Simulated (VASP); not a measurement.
# ZrC (Fm-3m) in VASP: a series of runs

The runs below take ZrC through single point, relaxation of cell and atoms, with PBE.

Program: VASP 6.6.1. These are calculated values, not measurements. Logs are shortened: lines on timing, memory, paths and dates and some standing lists are left out, and cuts for length are marked.

## 1. The cell of the first run

It takes space group Fm-3m (No. 225, cubic). Conventional cell: a = 4.709 Å, b = 4.709 Å, c = 4.709 Å, α = 90.00°, β = 90.00°, γ = 90.00°. Within 3.1 Å of Zr (site symmetry m-3m) lie 6 C at 2.35 Å. C (site symmetry m-3m) has 6 Zr at 2.35 Å within 3.1 Å.

The cell was generated, and may not be a known phase.

## 2. Single point, PBE

The input, INCAR:

```
SYSTEM = ZrC
  ALGO = Normal
  EDIFF = 1E-6
  ENCUT = 520
  GGA = PE
  ISIF = 2
  ISMEAR = 0
  LASPH = .True.
  LCHARG = .False.
  LREAL = .False.
  LWAVE = .False.
  NBANDS = 15
  NELM = 80
  PREC = Accurate
  SIGMA = 0.1
```

The input, KPOINTS:

```
k-points
0
Gamma
  6 6 6
  0 0 0
```

The input, POSCAR:

```
ZrC
1.0
    0.0000000000      2.3546315264      2.3546315264
    2.3546315264      0.0000000000      2.3546315264
    2.3546315264      2.3546315264      0.0000000000
Zr C
1 1
Direct
    0.0000000000      0.0000000000      0.0000000000
    0.5000000000      0.5000000000      0.5000000000
```

Potentials or basis: VASP PAW PBE potentials, release 64 (Zr_sv, C).

Command:

```bash
> cat potpaw_PBE.64/Zr_sv/POTCAR potpaw_PBE.64/C/POTCAR > POTCAR
> mpirun -np 1 vasp_std > vasp.out
```

OUTCAR:

```text
SYSTEM = ZrC
   EDIFF = 1E-6
   ENCUT = 520
   GGA = PE
   ISIF = 2
   ISMEAR = 0
   LASPH = .True.
   LREAL = .False.
   NELM = 80
   PREC = Accurate

 ion  position               nearest neighbor table
   1  0.000  0.000  0.000-   2 2.35   2 2.35   2 2.35   2 2.35   2 2.35   2 2.35
   2  0.500  0.500  0.500-   1 2.35   1 2.35   1 2.35   1 2.35   1 2.35   1 2.35

  LATTYP: Found a face centered cubic cell.
 ALAT       =     4.7092630528

  Lattice vectors:

 A1 = (   0.0000000000,   2.3546315264,   2.3546315264)
 A2 = (   2.3546315264,   0.0000000000,   2.3546315264)
 A3 = (   2.3546315264,   2.3546315264,   0.0000000000)

Analysis of symmetry for initial positions (statically):
=====================================================================
 Subroutine PRICEL returns:
 Original cell was already a primitive cell.

 Routine SETGRP: Setting up the symmetry group for a
 face centered cubic supercell.

 Subroutine GETGRP returns: Found 48 space group operations
 (whereof 48 operations were pure point group operations)
 out of a pool of 48 trial point group operations.

The static configuration has the point symmetry O_h .

Analysis of symmetry for dynamics (positions and initial velocities):
=====================================================================
 Subroutine PRICEL returns:
 Original cell was already a primitive cell.

 Routine SETGRP: Setting up the symmetry group for a
 face centered cubic supercell.

 Subroutine GETGRP returns: Found 48 space group operations
 (whereof 48 operations were pure point group operations)
 out of a pool of 48 trial point group operations.

The dynamic configuration has the point symmetry O_h .

 Subroutine INISYM returns: Found 48 space group operations
 (whereof 48 operations are pure point group operations),
 and found     1 'primitive' translations

----------------------------------------------------------------------------------------

                                     Primitive cell

  volume of cell :      26.1095

  direct lattice vectors                    reciprocal lattice vectors
     0.000000000  2.354631526  2.354631526    -0.212347450  0.212347450  0.212347450
     2.354631526  0.000000000  2.354631526     0.212347450 -0.212347450  0.212347450
     2.354631526  2.354631526  0.000000000     0.212347450  0.212347450 -0.212347450

  length of vectors
     3.329951839  3.329951839  3.329951839     0.367796572  0.367796572  0.367796572

  position of ions in fractional coordinates (direct lattice)
     0.000000000  0.000000000  0.000000000
     0.500000000  0.500000000  0.500000000

  ion indices of the primitive-cell ions
   primitive index   ion index
                 1           1
                 2           2

----------------------------------------------------------------------------------------

 KPOINTS: k-points

Automatic generation of k-mesh.
 Grid dimensions read from file:
 generate k-points for:    6    6    6

 Generating k-lattice:

  Cartesian coordinates                     Fractional coordinates (reciprocal lattice)
    -0.035391242  0.035391242  0.035391242     0.166666667  0.000000000  0.000000000
     0.035391242 -0.035391242  0.035391242     0.000000000  0.166666667  0.000000000
     0.035391242  0.035391242 -0.035391242     0.000000000  0.000000000  0.166666667

  Length of vectors
     0.061299429  0.061299429  0.061299429

  Shift w.r.t. Gamma in fractional coordinates (k-lattice)
     0.000000000  0.000000000  0.000000000

 Subroutine IBZKPT returns following result:
 ===========================================

 Found     16 irreducible k-points:

 Following reciprocal coordinates:
            Coordinates               Weight
  0.000000  0.000000  0.000000      1.000000
  0.166667  0.000000  0.000000      8.000000
  0.333333  0.000000  0.000000      8.000000
  0.500000  0.000000  0.000000      4.000000
  0.166667  0.166667  0.000000      6.000000
  0.333333  0.166667  0.000000     24.000000
[... 8 lines left out ...]
 -0.333333  0.333333  0.166667     24.000000
 -0.333333  0.500000  0.166667     12.000000
   k-points           NKPTS =     16   k-points in BZ     NKDIM =     16   number of bands    NBANDS=     15
   number of dos      NEDOS =    301   number of ions     NIONS =      2
   total plane-waves  NPLWV =  21952
   dimension x,y,z NGX =    28 NGY =   28 NGZ =   28
   dimension x,y,z NGXF=    56 NGYF=   56 NGZF=   56
   ions per type =               1   1
   NGX,Y,Z   is equivalent  to a cutoff of  13.98, 13.98, 13.98 a.u.
   NGXF,Y,Z  is equivalent  to a cutoff of  27.96, 27.96, 27.96 a.u.
 SYSTEM =  ZrC
   PREC   = accura    normal or accurate (medium, high low for compatibility)
   ISTART =      0    job   : 0-new  1-cont  2-samecut
   ICHARG =      2    charge: 1-file 2-atom 10-const
   ISPIN  =      1    spin polarized calculation?
   LNONCOLLINEAR =      F non collinear calculations
   LSORBIT =      F    spin-orbit coupling
   LASPH  =      T    aspherical Exc in radial PAW
   ENCUT  =  520.0 eV  38.22 Ry    6.18 a.u.   6.19  6.19  6.19*2*pi/ulx,y,z
   NELM   =     80;   NELMIN=  2; NELMDL= -5     # of ELM steps
   EDIFF  = 0.1E-05   stopping-criterion for ELM
   LREAL  =      F    real-space projection
   EDIFFG = 0.1E-04   stopping-criterion for IOM
   NSW    =      0    number of steps for IOM
   IBRION =     -1    ionic relax: 0-MD 1-quasi-New 2-CG
   NFREE  =      0    steps in history (QN), initial steepest desc. (CG)
   ISIF   =      2    stress and relaxation
   ISYM   =      2    0-nonsym 1-usesym 2-fastsym
   POTIM  = 0.5000    time-step for ionic-motion
   TEBEG  =    0.0;   TEEND  =   0.0 temperature during run
   PSTRESS=    0.0 pullay stress
   NELECT =      16.0000    total number of electrons
   NUPDOWN=      -1.0000    fix difference up-down
   EMIN   =  10.00;   EMAX   =-10.00  energy-range for DOS
   EFERMI =   0.00;   METHOD = LEGACY
   ISMEAR =     0;   SIGMA  =   0.10  broadening in eV -4-tet -1-fermi 0-gaus
   EFERMI_NEDOS =   21; number of points for ismear=-14 and -15
   IALGO  =     38    algorithm
   IMIX   =      4    mixing-type and parameters
     AMIX     =   0.40;   BMIX     =  1.00
     AMIX_MAG =   1.60;   BMIX_MAG =  1.00
  volume/ion in A,a.u.               =      13.05        88.10
  Fermi-wavevector in a.u.,A,eV,Ry     =   1.390535  2.627730 26.308050  1.933587
  Thomas-Fermi vector in A             =   2.514461
   LORBIT       =      0    0 simple, 1 ext, 2 COOP (PROOUT), +10 PAW based schemes
   GGA     = PE    functional components
   LHFCALC =     F    Hartree Fock is set to
   AEXX    =    0.0000 exact exchange contribution
   IVDW    =     0    specifies the selected vdW correction
   LEPSILON=     F    determine dielectric tensor
   LRPA    =     F    only Hartree local field effects (RPA)
 non-spin polarized calculation
 Gauss-broadening in eV      SIGMA  =   0.10
  energy-cutoff  :      520.00
  volume of cell :       26.11
 maximum number of plane-waves:       725
 NGX is ok and might be reduce to    28
   NGX = 13   NGY = 13   NGZ = 13

 number of electron      16.0000000 magnetization

 Free energy of the ion-electron system (eV)
  ---------------------------------------------------
  ext. energy  EPLUGINS =         0.00000000
  ---------------------------------------------------
  free energy    TOTEN  =       -19.45256120 eV

  energy without entropy =      -19.45193672  energy(sigma->0) =      -19.45224896

 E-fermi :   9.4794     XC(G=0): -12.1040

 val. band max:        9.3168659512   @ k =   0.1667   0.1667   0.0000
 cond. band min:       9.6123550430   @ k =   0.5000   0.5000   0.0000
 fundamental gap:      0.2954890918
 Fermi energy:         9.4793751737

 k-point     1 :       0.0000    0.0000    0.0000
  band No.  band energies     occupation
      1     -38.5836      2.00000
      2     -16.2975      2.00000
      3     -16.2975      2.00000
      4     -16.2975      2.00000
      5      -1.7298      2.00000
      6      10.4944      0.00000
      7      10.4944      0.00000
      8      10.4944      0.00000
      9      10.6380      0.00000
     10      10.6380      0.00000
     11      10.6380      0.00000
     12      12.3425      0.00000
     13      12.3425      0.00000
     14      16.8000      0.00000
     15      20.0018      0.00000

 k-point     2 :       0.1667    0.0000    0.0000
  band No.  band energies     occupation
      1     -38.5591      2.00000
      2     -16.5186      2.00000
      3     -16.3171      2.00000
      4     -16.3171      2.00000
      5      -1.1332      2.00000
      6       8.1364      2.00000
      7       8.6731      2.00000
      8       8.6731      2.00000
      9      11.4011      0.00000
     10      11.4011      0.00000
     11      11.8305      0.00000
     12      14.6666      0.00000
     13      14.6666      0.00000
     14      17.9183      0.00000
     15      21.5052      0.00000

 k-point     3 :       0.3333    0.0000    0.0000
  band No.  band energies     occupation
      1     -38.5097      2.00000
      2     -16.9351      2.00000
      3     -16.3559      2.00000
      4     -16.3559      2.00000
      5       0.2760      2.00000
      6       5.6336      2.00000
      7       7.1653      2.00000
      8       7.1653      2.00000
      9      12.9315      0.00000
     10      12.9315      0.00000
     11      13.0220      0.00000
     12      17.8382      0.00000
     13      17.8382      0.00000
     14      18.2752      0.00000
     15      23.3632      0.00000
[... 199 lines left out ...]
 k-point    15 :      -0.3333    0.3333    0.1667
  band No.  band energies     occupation
      1     -38.4603      2.00000
      2     -16.9214      2.00000
      3     -16.6954      2.00000
      4     -16.5022      2.00000
      5       0.3808      2.00000
      6       5.9306      2.00000
      7       7.1526      2.00000
      8       7.3837      2.00000
      9      12.7896      0.00000
     10      12.9588      0.00000
     11      14.9755      0.00000
     12      17.1042      0.00000
     13      17.4847      0.00000
     14      21.0494      0.00000
     15      23.1913      0.00000

 k-point    16 :      -0.3333    0.5000    0.1667
  band No.  band energies     occupation
      1     -38.4522      2.00000
      2     -16.9068      2.00000
      3     -16.6875      2.00000
      4     -16.5918      2.00000
      5      -0.0726      2.00000
      6       7.2920      2.00000
      7       7.2997      2.00000
      8       7.4900      2.00000
      9      11.3912      0.00000
     10      14.1171      0.00000
     11      15.1747      0.00000
     12      15.7743      0.00000
     13      17.1120      0.00000
     14      21.8834      0.00000
     15      22.0052      0.00000

------------------------ aborting loop because EDIFF is reached ----------------------------------------

  FORCE on cell =-STRESS in cart. coord.  units (eV):
  Direction    XX          YY          ZZ          XY          YZ          ZX
  --------------------------------------------------------------------------------------
  -------------------------------------------------------------------------------------
  Total        0.0418597      0.0418597      0.0418597      0.0000000      0.0000000     -0.0000000
  in kB        2.5686647      2.5686647      2.5686647      0.0000000      0.0000000     -0.0000000
  external PRESSURE =       2.5686647 kB  Pullay stress =       0.0000000 kB

 VOLUME and BASIS-vectors are now :
 -----------------------------------------------------------------------------
  energy-cutoff  :      520.00
  volume of cell :       26.11
      direct lattice vectors                 reciprocal lattice vectors
     0.000000000  2.354631526  2.354631526    -0.212347450  0.212347450  0.212347450
     2.354631526  0.000000000  2.354631526     0.212347450 -0.212347450  0.212347450
     2.354631526  2.354631526  0.000000000     0.212347450  0.212347450 -0.212347450

 POSITION                                       TOTAL-FORCE (eV/Angst)
 -----------------------------------------------------------------------------------
      0.00000      0.00000      0.00000         0.000000     -0.000000      0.000000
      2.35463      2.35463      2.35463        -0.000000      0.000000     -0.000000
 -----------------------------------------------------------------------------------
    total drift:                                0.000000      0.000000      0.000000

  FREE ENERGIE OF THE ION-ELECTRON SYSTEM (eV)
  ---------------------------------------------------
  free  energy   TOTEN  =       -19.4525612009 eV

  energy  without entropy=      -19.4519367153  energy(sigma->0) =      -19.45224896
```

Wall time 13 s (1 thread of Intel Xeon 8259CL, shared host); peak memory 0.15 GiB.

Results:

* Free energy: -19.4526 eV
* Pressure: 0.3 GPa
* Band gap on the k mesh: zero (bands 8 and 9 overlap by 1.20 eV)

Levels at points of the mesh, in eV from the Fermi level:
```tsv
k point	band 5	band 6	band 7	band 8	band 9	band 10	band 11	band 12
(0.00, 0.00, 0.00)	-11.21	1.02	1.02	1.02	1.16	1.16	1.16	2.86
(0.50, 0.00, 0.00)	-8.16	-5.20	-2.84	-2.84	4.54	4.54	5.37	6.58
(0.50, 0.50, 0.00)	-10.04	-1.99	-1.67	0.13	0.13	4.49	5.69	5.69
```

Caveat: the k points lie up to 0.39 Å⁻¹ apart, too coarse for converged energies and pressures of a metal.

[end of part 1 of 2]

The gap in the log of VASP goes by the Fermi energy; the results here count the filled bands.